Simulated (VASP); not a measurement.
HfSi2N2:

```
CELL_PARAMETERS angstrom
3.66681 0.00000 0.00000
-1.83341 3.17555 0.00000
0.00000 0.00000 6.29276
ATOMIC_POSITIONS crystal
Hf 0.00000 0.00000 0.00000
Si 0.66667 0.33333 0.73157
Si 0.33333 0.66667 0.26843
N 0.66667 0.33333 0.36969
N 0.33333 0.66667 0.63031
```

The cell was generated, and may not be a known phase.

| Item | Value |
| --- | --- |
| Program | VASP 6.6.1 |
| Task | relaxation of cell and atoms |
| Functional | PBE |
| Potentials or basis | VASP PAW PBE potentials, release 64 (Hf_pv, Si, N) |
| Cutoff | 600 eV |
| k mesh | 6 × 6 × 4 |
| Occupations | gaussian, width 0.1 eV |
| Spin | no spin polarisation |

At the start: pressure -16.3 GPa; volume 14.65 Å³/atom.

**Question.** Where does the relaxation end?

**Answer.** Over 53 steps the energy falls by 932.0 meV/atom and the volume is 13.03 Å³/atom (-11.1 %); space group P-3m1 (No. 164, to 0.1 Å) before and after.

The path:
| step | energy change (eV) | largest force (eV/Å) | pressure (GPa) | volume (Å³) |
| --- | --- | --- | --- | --- |
| 1 | 0.0000 | 3.4626 | -16.30 | 73.27 |
| 3 | -1.7618 | 2.5391 | 12.03 | 57.41 |
| 5 | -2.1939 | 0.5599 | 5.89 | 58.99 |
| 7 | -2.2508 | 0.4579 | -0.88 | 61.50 |
| 9 | -2.2769 | 0.1466 | 0.55 | 61.54 |
| 11 | -2.3810 | 0.1739 | 0.09 | 62.03 |
| 13 | -3.0100 | 2.3833 | 0.52 | 63.53 |
| 15 | -3.0076 | 2.8607 | 1.09 | 63.63 |
| 17 | -3.0188 | 2.9904 | 1.03 | 63.74 |
| 19 | -3.0238 | 3.6460 | 1.04 | 64.21 |
| 21 | -3.0437 | 3.3528 | 0.92 | 64.06 |
| 23 | -3.1599 | 2.9882 | 0.09 | 64.19 |
| 25 | -3.4994 | 1.7520 | -2.01 | 64.68 |
| 27 | -3.7014 | 0.8820 | -2.14 | 65.26 |
| 29 | -3.7224 | 0.8923 | -1.66 | 64.97 |
| 31 | -3.8623 | 0.8262 | 2.75 | 62.23 |
| 33 | -3.9321 | 1.4133 | 11.25 | 58.64 |
| 35 | -4.0140 | 1.4323 | 12.13 | 58.10 |
| 37 | -4.1499 | 1.3484 | 11.50 | 58.08 |
| 39 | -4.4776 | 1.0178 | -5.60 | 64.57 |
| 41 | -4.6370 | 0.2649 | 0.28 | 64.17 |
| 43 | -4.6428 | 0.2833 | 0.51 | 64.33 |
| 45 | -4.6520 | 0.1194 | -0.22 | 64.86 |
| 47 | -4.6523 | 0.2662 | 0.00 | 64.87 |
| 49 | -4.6588 | 0.0381 | 0.76 | 64.73 |
| 51 | -4.6597 | 0.0410 | -0.07 | 65.09 |
| 53 | -4.6599 | 0.0166 | -0.07 | 65.14 |

Final structure:
```
Hf Si N
1.0
     2.91672    0.00000    0.00000
    -1.45836    2.52596    0.00000
     0.00000    0.00000    8.84090
Hf Si N
1 2 2
Direct
  0.00000 0.00000 0.00000
  0.66667 0.33333 0.71536
  0.33333 0.66667 0.28464
  0.66667 0.33333 0.35204
  0.33333 0.66667 0.64796
```

Caveat: a cell axis changed by over 15 % at a fixed basis, so the end point is rough.
